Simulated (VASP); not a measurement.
A run of VASP 6.6.1 is set up as follows.

File INCAR:

```
ALGO = Normal
EDIFF = 1E-6
EDIFFG = -0.02
ENCUT = 600
GGA = PS
IBRION = 2
ISIF = 3
ISMEAR = -1
LASPH = T
LCHARG = F
LREAL = F
LWAVE = F
NELM = 80
NSW = 80
PREC = Accurate
PSTRESS = 100.0
SIGMA = 0.05
```

File KPOINTS:

```
k-points
0
Gamma
  8 8 5
```

POSCAR

```
Y
1.0
    3.6474000000      0.0000000000      0.0000000000
   -1.8237000000      3.1587410578      0.0000000000
    0.0000000000      0.0000000000      5.7306000000
Y
2
Direct
    0.6666666667      0.3333333333      0.7500000000
    0.3333333333      0.6666666667      0.2500000000
```

Potentials or basis: VASP PAW PBE potentials, release 64 (Y_sv).

Command:

```bash
$ cat potpaw_PBE.64/Y_sv/POTCAR > POTCAR
$ mpirun -np 1 vasp_std > vasp.out
```

Q: Estimate the relaxed cell.

A: a = 3.357 Å, b = 3.357 Å, c = 5.316 Å, α = 90.00°, β = 90.00°, γ = 120.00°.

Q: Estimate the space group after relaxing (to 0.05 Å).

A: P6_3/mmc (No. 194).

Final structure:
```
Y
1.0
     3.35683    0.00000    0.00000
    -1.67842    2.90710    0.00000
     0.00000    0.00000    5.31605
Y
2
Cartesian
  1.6784 0.9690 3.9870
  0.0000 1.9381 1.3290
```
